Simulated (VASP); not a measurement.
# Cu (P6_3/mmc) in VASP: further runs

Cu is run at these levels: r2SCAN; tasks: single point.

Everything below comes from runs of VASP 6.6.1. Logs are shortened: lines on timing, memory, paths and dates and some standing lists are left out, and cuts for length are marked.

## (1) The cell of the first run

Symmetry: P6_3/mmc, No. 194, hexagonal system. Conventional cell: a = 2.428 Å, b = 2.428 Å, c = 3.941 Å, α = 90.00°, β = 90.00°, γ = 120.00°. Within 3.2 Å of Cu (site symmetry -6m2) lie 12 Cu at 2.42 to 2.43 Å.

## (2) Single point, r2SCAN

Contents of POSCAR:

```
Cu
1.0
    2.4283845371      0.0000000000      0.0000000000
   -1.2141917894      2.1030423374      0.0000000000
    0.0000000000      0.0000000000      3.9410108706
Cu
2
Direct
    0.3333333333      0.6666666667      0.2500000000
    0.6666666667      0.3333333333      0.7500000000
```

Contents of INCAR.step1:

```
SYSTEM = Cu
PREC     = Accurate       ! precision mode
ENCUT    = 520            ! plane-wave cutoff, eV
ISMEAR   = 1              ! smearing method
SIGMA    = 0.05           ! smearing width, eV
LREAL    = .False.        ! projectors in reciprocal space
LASPH    = .True.         ! aspherical terms in the spheres
NELM     = 80             ! most SCF steps
NBANDS   = 18             ! bands
GGA      = PE             ! functional
ALGO     = Normal         ! electronic algorithm
EDIFF    = 1E-4           ! SCF threshold, eV
LWAVE    = .True.         ! write WAVECAR
LCHARG   = .False.        ! write CHGCAR
```

Contents of INCAR.step2:

```
SYSTEM = Cu
PREC     = Accurate       ! precision mode
ENCUT    = 520            ! plane-wave cutoff, eV
EDIFF    = 1E-7           ! SCF threshold, eV
ISMEAR   = 1              ! smearing method
SIGMA    = 0.05           ! smearing width, eV
LREAL    = .False.        ! projectors in reciprocal space
LASPH    = .True.         ! aspherical terms in the spheres
NELM     = 80             ! most SCF steps
ALGO     = Normal         ! electronic algorithm
ISIF     = 2              ! what is computed and relaxed
LWAVE    = .False.        ! write WAVECAR
LCHARG   = .False.        ! write CHGCAR
METAGGA  = R2SCAN         ! meta-GGA
LMIXTAU  = .True.       
NBANDS   = 18             ! bands
ISTART   = 1
```

Contents of KPOINTS:

```
Automatic mesh
0
Gamma
  13 13 7
  0 0 0
```

Potentials or basis: VASP PAW PBE potentials, release 64 (Cu).

Command:

```console
$ cat potpaw_PBE.64/Cu/POTCAR > POTCAR
$ cp INCAR.step1 INCAR
$ mpirun -np 1 vasp_std > vasp.out
$ cp INCAR.step2 INCAR
$ mpirun -np 1 vasp_std > vasp.out
```

OUTCAR:

```text
SYSTEM = Cu
   PREC = Accurate
   ENCUT = 520
   EDIFF = 1E-7
   ISMEAR = 1
   LREAL = .False.
   LASPH = .True.
   NELM = 80
   ISIF = 2
   METAGGA = R2SCAN
   ISTART = 1

 ion  position               nearest neighbor table
   1  0.333  0.667  0.250-   2 2.42   2 2.42   2 2.42   2 2.42   2 2.42   2 2.42
   2  0.667  0.333  0.750-   1 2.42   1 2.42   1 2.42   1 2.42   1 2.42   1 2.42

  LATTYP: Found a hexagonal cell.
 ALAT       =     2.4283845371
 C/A-ratio  =     1.6228940723

  Lattice vectors:

 A1 = (   2.4283845371,   0.0000000000,   0.0000000000)
 A2 = (  -1.2141917894,   2.1030423374,   0.0000000000)
 A3 = (   0.0000000000,   0.0000000000,   3.9410108706)

Analysis of symmetry for initial positions (statically):
=====================================================================
 Subroutine PRICEL returns:
 Original cell was already a primitive cell.

 Routine SETGRP: Setting up the symmetry group for a
 hexagonal supercell.

 Subroutine GETGRP returns: Found 24 space group operations
 (whereof 12 operations were pure point group operations)
 out of a pool of 24 trial point group operations.

The static configuration has the point symmetry D_3d.
 The point group associated with its full space group is D_6h.

Analysis of symmetry for dynamics (positions and initial velocities):
=====================================================================
 Subroutine PRICEL returns:
 Original cell was already a primitive cell.

 Routine SETGRP: Setting up the symmetry group for a
 hexagonal supercell.

 Subroutine GETGRP returns: Found 24 space group operations
 (whereof 12 operations were pure point group operations)
 out of a pool of 24 trial point group operations.

The dynamic configuration has the point symmetry D_3d.
 The point group associated with its full space group is D_6h.

 Subroutine INISYM returns: Found 24 space group operations
 (whereof 12 operations are pure point group operations),
 and found     1 'primitive' translations

----------------------------------------------------------------------------------------

                                     Primitive cell

  volume of cell :      20.1267

  direct lattice vectors                    reciprocal lattice vectors
     2.428384537  0.000000000  0.000000000     0.411796396  0.237750707  0.000000000
    -1.214191789  2.103042337  0.000000000     0.000000000  0.475501602  0.000000000
     0.000000000  0.000000000  3.941010871     0.000000000  0.000000000  0.253742005

  length of vectors
     2.428384537  2.428383984  3.941010871     0.475501493  0.475501602  0.253742005

  position of ions in fractional coordinates (direct lattice)
     0.333333333  0.666666667  0.250000000
     0.666666667  0.333333333  0.750000000

  ion indices of the primitive-cell ions
   primitive index   ion index
                 1           1
                 2           2

----------------------------------------------------------------------------------------

 KPOINTS: Automatic mesh

Automatic generation of k-mesh.
 Grid dimensions read from file:
 generate k-points for:   13   13    7

 Generating k-lattice:

  Cartesian coordinates                     Fractional coordinates (reciprocal lattice)
     0.031676646  0.018288516  0.000000000     0.076923077 -0.000000000  0.000000000
     0.000000000  0.036577046  0.000000000     0.000000000  0.076923077  0.000000000
     0.000000000  0.000000000  0.036248858     0.000000000  0.000000000  0.142857143

  Length of vectors
     0.036577038  0.036577046  0.036248858

  Shift w.r.t. Gamma in fractional coordinates (k-lattice)
     0.000000000  0.000000000  0.000000000

 Subroutine IBZKPT returns following result:
 ===========================================

 Found     84 irreducible k-points:

 Following reciprocal coordinates:
            Coordinates               Weight
  0.000000  0.000000  0.000000      1.000000
  0.076923 -0.000000  0.000000      6.000000
  0.153846  0.000000  0.000000      6.000000
  0.230769  0.000000  0.000000      6.000000
  0.307692  0.000000  0.000000      6.000000
  0.384615 -0.000000  0.000000      6.000000
[... 16 lines left out ...]
  0.076923 -0.000000  0.142857     12.000000
  0.153846  0.000000  0.142857     12.000000
 [... further k-points ...]
   k-points           NKPTS =     84   k-points in BZ     NKDIM =     84   number of bands    NBANDS=     18
   number of dos      NEDOS =    301   number of ions     NIONS =      2
   total plane-waves  NPLWV =   9720
   dimension x,y,z NGX =    18 NGY =   18 NGZ =   30
   dimension x,y,z NGXF=    36 NGYF=   36 NGZF=   60
   ions per type =               2
   NGX,Y,Z   is equivalent  to a cutoff of  12.32, 12.32, 12.66 a.u.
   NGXF,Y,Z  is equivalent  to a cutoff of  24.65, 24.65, 25.31 a.u.
 SYSTEM =  Cu
   PREC   = accura    normal or accurate (medium, high low for compatibility)
   ISTART =      1    job   : 0-new  1-cont  2-samecut
   ICHARG =      0    charge: 1-file 2-atom 10-const
   ISPIN  =      1    spin polarized calculation?
   LNONCOLLINEAR =      F non collinear calculations
   LSORBIT =      F    spin-orbit coupling
   LASPH  =      T    aspherical Exc in radial PAW
   ENCUT  =  520.0 eV  38.22 Ry    6.18 a.u.   4.52  4.52  7.33*2*pi/ulx,y,z
   NELM   =     80;   NELMIN=  2; NELMDL=  0     # of ELM steps
   EDIFF  = 0.1E-06   stopping-criterion for ELM
   LREAL  =      F    real-space projection
   EDIFFG = 0.1E-05   stopping-criterion for IOM
   NSW    =      0    number of steps for IOM
   IBRION =     -1    ionic relax: 0-MD 1-quasi-New 2-CG
   NFREE  =      0    steps in history (QN), initial steepest desc. (CG)
   ISIF   =      2    stress and relaxation
   ISYM   =      2    0-nonsym 1-usesym 2-fastsym
   POTIM  = 0.5000    time-step for ionic-motion
   TEBEG  =    0.0;   TEEND  =   0.0 temperature during run
   PSTRESS=    0.0 pullay stress
   NELECT =      22.0000    total number of electrons
   NUPDOWN=      -1.0000    fix difference up-down
   EMIN   =  10.00;   EMAX   =-10.00  energy-range for DOS
   EFERMI =   0.00;   METHOD = LEGACY
   ISMEAR =     1;   SIGMA  =   0.05  broadening in eV -4-tet -1-fermi 0-gaus
   EFERMI_NEDOS =   21; number of points for ismear=-14 and -15
   IALGO  =     38    algorithm
   IMIX   =      4    mixing-type and parameters
     AMIX     =   0.40;   BMIX     =  1.00
     AMIX_MAG =   1.60;   BMIX_MAG =  1.00
  volume/ion in A,a.u.               =      10.06        67.91
  Fermi-wavevector in a.u.,A,eV,Ry     =   1.686390  3.186815 38.693762  2.843911
  Thomas-Fermi vector in A             =   2.769063
   LORBIT       =      0    0 simple, 1 ext, 2 COOP (PROOUT), +10 PAW based schemes
   METAGGA = R2SCAN    functional components
   LHFCALC =     F    Hartree Fock is set to
   AEXX    =    0.0000 exact exchange contribution
   IVDW    =     0    specifies the selected vdW correction
   LEPSILON=     F    determine dielectric tensor
   LRPA    =     F    only Hartree local field effects (RPA)
 non-spin polarized calculation
 Methfessel and Paxton  Order N= 1 SIGMA  =   0.05
  energy-cutoff  :      520.00
  volume of cell :       20.13
 maximum number of plane-waves:       562
 NGX is ok and might be reduce to    18
   NGX =  9   NGY =  9   NGZ = 15

 number of electron      22.0000032 magnetization

 Free energy of the ion-electron system (eV)
  ---------------------------------------------------
  ext. energy  EPLUGINS =         0.00000000
  ---------------------------------------------------
  free energy    TOTEN  =       -21.41029608 eV

  energy without entropy =      -21.41018835  energy(sigma->0) =      -21.41026017

 E-fermi :   9.6146     XC(G=0): -14.8560

 val. band max:        9.4447843162   @ k =   0.3846  -0.0000   0.4286
 cond. band min:       9.6243234917   @ k =   0.1538   0.0000   0.1429
 fundamental gap:      0.1795391755
 Fermi energy:         9.6146050816

 k-point     1 :       0.0000    0.0000    0.0000
  band No.  band energies     occupation
      1      -1.4614      2.00000
      2       3.2907      2.00000
      3       5.8655      2.00000
      4       5.9003      2.00000
      5       5.9005      2.00000
      6       6.1816      2.00000
[... 10 lines left out ...]
     17      36.1420      0.00000
     18      36.3182      0.00000

 k-point     2 :       0.0769   -0.0000    0.0000
  band No.  band energies     occupation
      1      -1.2393      2.00000
      2       3.4191      2.00000
      3       5.6956      2.00000
      4       5.9894      2.00000
      5       6.0411      2.00000
      6       6.1413      2.00000
[... 10 lines left out ...]
     17      36.6126      0.00000
     18      36.9264      0.00000

 k-point     3 :       0.1538    0.0000    0.0000
  band No.  band energies     occupation
      1      -0.5877      2.00000
      2       3.7518      2.00000
      3       5.4595      2.00000
      4       5.7234      2.00000
      5       5.9938      2.00000
      6       6.2428      2.00000
[... 10 lines left out ...]
     17      34.5414      0.00000
     18      36.9324      0.00000

 k-point     4 :       0.2308    0.0000    0.0000
  band No.  band energies     occupation
      1       0.4388      2.00000
      2       4.0982      2.00000
      3       5.0644      2.00000
      4       5.2582      2.00000
      5       5.8826      2.00000
      6       6.1493      2.00000
[... 375 lines left out ...]
      4       5.8553      2.00000
      5       5.8555      2.00000
      6       6.1327      2.00000
[... 10 lines left out ...]
     17      35.0338      0.00000
     18      35.7582      0.00000

 k-point    23 :       0.0769   -0.0000    0.1429
  band No.  band energies     occupation
      1      -1.0229      2.00000
      2       3.3214      2.00000
      3       5.6909      2.00000
      4       5.9246      2.00000
      5       5.9343      2.00000
      6       6.0146      2.00000
[... 10 lines left out ...]
     17      34.3492      0.00000
     18      36.1832      0.00000

 k-point    24 :       0.1538    0.0000    0.1429
  band No.  band energies     occupation
      1      -0.3789      2.00000
      2       3.6897      2.00000
      3       5.4769      2.00000
      4       5.4994      2.00000
      5       5.9244      2.00000
      6       6.1225      2.00000
[... 10 lines left out ...]
     17      33.6418      0.00000
     18      34.8583      0.00000

 [... further k-points ...]

------------------------ aborting loop because EDIFF is reached ----------------------------------------

  FORCE on cell =-STRESS in cart. coord.  units (eV):
  Direction    XX          YY          ZZ          XY          YZ          ZX
  --------------------------------------------------------------------------------------
  -------------------------------------------------------------------------------------
  Total        3.4920734      3.4920722      4.1577761      0.0000008      0.0000000      0.0000000
  in kB      277.9846622    277.9845665    330.9775753      0.0000633      0.0000000      0.0000000
  external PRESSURE =     295.6489347 kB  Pullay stress =       0.0000000 kB

 VOLUME and BASIS-vectors are now :
 -----------------------------------------------------------------------------
  energy-cutoff  :      520.00
  volume of cell :       20.13
      direct lattice vectors                 reciprocal lattice vectors
     2.428384537  0.000000000  0.000000000     0.411796396  0.237750707  0.000000000
    -1.214191789  2.103042337  0.000000000     0.000000000  0.475501602  0.000000000
     0.000000000  0.000000000  3.941010871     0.000000000  0.000000000  0.253742005

 POSITION                                       TOTAL-FORCE (eV/Angst)
 -----------------------------------------------------------------------------------
      0.00000      1.40203      0.98525        -0.000000      0.000000      0.000000
      1.21419      0.70101      2.95576         0.000000     -0.000000      0.000000
 -----------------------------------------------------------------------------------
    total drift:                               -0.000000      0.000000     -0.000000

  FREE ENERGIE OF THE ION-ELECTRON SYSTEM (eV)
  ---------------------------------------------------
  free  energy   TOTEN  =       -21.4102960787 eV

  energy  without entropy=      -21.4101883479  energy(sigma->0) =      -21.41026017
```

Wall time 92 s (1 thread of AMD EPYC 7R43 (Zen 3), shared host); peak memory 0.11 GiB.

What came out:

```yaml
Free_energy: -21.4103 eV
Pressure: 29.6 GPa
Band_gap_on_the_k_mesh: zero (band 11 reaches 13.06 eV, above the bottom of band 12 at 7.31 eV)
```

Levels at points of the mesh, in eV from the Fermi level:
```csv
k point,band 8,band 9,band 10,band 11,band 12,band 13,band 14,band 15
"(0.00, 0.00, 0.00)",-3.10,-3.10,-2.11,-2.11,-1.55,4.90,23.30,25.20
```

Caveat: the PAW data sets were made with another functional, which shifts forces and pressure a little.

## (3) Single point, r2SCAN

This run uses another cell than the first one, of 10.52 Å³/atom, 1.045 times its volume.

Contents of POSCAR:

```
Cu
1.0
    2.4646344268      0.0000000000      0.0000000000
   -1.2323167271      2.1344356573      0.0000000000
    0.0000000000      0.0000000000      3.9998406016
Cu
2
Direct
    0.3333333333      0.6666666667      0.2500000000
    0.6666666667      0.3333333333      0.7500000000
```

Contents of INCAR.step1:

```
SYSTEM = Cu
PREC = Accurate
ENCUT = 520
ISMEAR = 1
SIGMA = 0.05
LREAL = .FALSE.
LASPH = .TRUE.
NELM = 80
NBANDS = 18
GGA = PE
ALGO = Normal
EDIFF = 1E-4
LWAVE = .TRUE.
LCHARG = .FALSE.
```

Contents of INCAR.step2:

```
SYSTEM = Cu
PREC = Accurate
ENCUT = 520
EDIFF = 1E-7
ISMEAR = 1
SIGMA = 0.05
LREAL = .FALSE.
LASPH = .TRUE.
NELM = 80
ALGO = Normal
ISIF = 2
LWAVE = .FALSE.
LCHARG = .FALSE.
METAGGA = R2SCAN
LMIXTAU = .TRUE.
NBANDS = 18
ISTART = 1
```

Contents of KPOINTS:

```
regular mesh
0
G
  13 13 7
  0 0 0
```

Potentials or basis: VASP PAW PBE potentials, release 64 (Cu).

Command:

```console
$ cat potpaw_PBE.64/Cu/POTCAR > POTCAR
$ cp INCAR.step1 INCAR
$ mpirun -np 1 vasp_std > vasp.out
$ cp INCAR.step2 INCAR
$ mpirun -np 1 vasp_std > vasp.out
```

Wall time 1.8 min (1 thread of AMD EPYC 7R43 (Zen 3), shared host); peak memory 0.11 GiB.

Results (log left out):

* Free energy: -21.5448 eV
* Pressure: 17.6 GPa
* Band gap on the k mesh: zero (band 11 reaches 12.31 eV, above the bottom of band 12 at 6.75 eV)

Stress tensor (GPa, compression positive):
```
16.03  0.00  0.00
 0.00 16.03  0.00
 0.00  0.00 20.78
```

Levels at points of the mesh, in eV from the Fermi level:
| k point | band 9 | band 10 | band 11 | band 12 | band 13 | band 14 |
| --- | --- | --- | --- | --- | --- | --- |
| (0.00, 0.00, 0.00) | -2.97 | -2.05 | -2.05 | -1.41 | 4.63 | 22.94 |

Caveat: the PAW data sets were made with another functional, which shifts forces and pressure a little.

## (4) Single point, r2SCAN

This run uses another cell than the first one, of 10.98 Å³/atom, 1.091 times its volume.

Contents of POSCAR:

```
Cu
1.0
    2.4998482476      0.0000000000      0.0000000000
   -1.2499236305      2.1649317155      0.0000000000
    0.0000000000      0.0000000000      4.0569889027
Cu
2
Direct
    0.3333333333      0.6666666667      0.2500000000
    0.6666666667      0.3333333333      0.7500000000
```

Contents of INCAR.step1:

```
ALGO = Normal
EDIFF = 1E-4
ENCUT = 520
GGA = PE
ISMEAR = 1
LASPH = T
LCHARG = F
LREAL = F
LWAVE = T
NBANDS = 18
NELM = 80
PREC = Accurate
SIGMA = 0.05
```

Contents of INCAR.step2:

```
ALGO = Normal
EDIFF = 1E-6
ENCUT = 520
ISIF = 2
ISMEAR = 1
ISTART = 1
LASPH = T
LCHARG = T
LELF = T
LMIXTAU = T
LREAL = F
LVHAR = T
LWAVE = F
METAGGA = R2SCAN
NBANDS = 18
NELM = 80
PREC = Accurate
SIGMA = 0.05
```

Contents of KPOINTS:

```
k-points
0
Gamma
  13 13 7
```

Command:

```console
$ cat potpaw_PBE.64/Cu/POTCAR > POTCAR
$ cp INCAR.step1 INCAR
$ mpirun -np 1 vasp_std > vasp.out
$ cp INCAR.step2 INCAR
$ mpirun -np 1 vasp_std > vasp.out
```

Run time: 1.9 min. Hardware: 1 thread of AMD EPYC 7R43 (Zen 3), shared host; peak memory 0.11 GiB.

The run converged. Its results:

* Free energy: -21.6184 eV
* Pressure: 8.1 GPa
* Band gap on the k mesh: zero (band 11 reaches 11.63 eV, above the bottom of band 12 at 6.23 eV)

Stress tensor (GPa, compression positive):
```
 6.81  0.00  0.00
 0.00  6.81  0.00
 0.00  0.00 10.81
```

Levels at points of the mesh, in eV from the Fermi level:
| k point | band 9 | band 10 | band 11 | band 12 | band 13 | band 14 |
| --- | --- | --- | --- | --- | --- | --- |
| (0.00, 0.00, 0.00) | -2.85 | -1.99 | -1.99 | -1.27 | 4.39 | 22.60 |

Caveat: the PAW data sets were made with another functional, which shifts forces and pressure a little.

(Continued in part 2 of 2.)
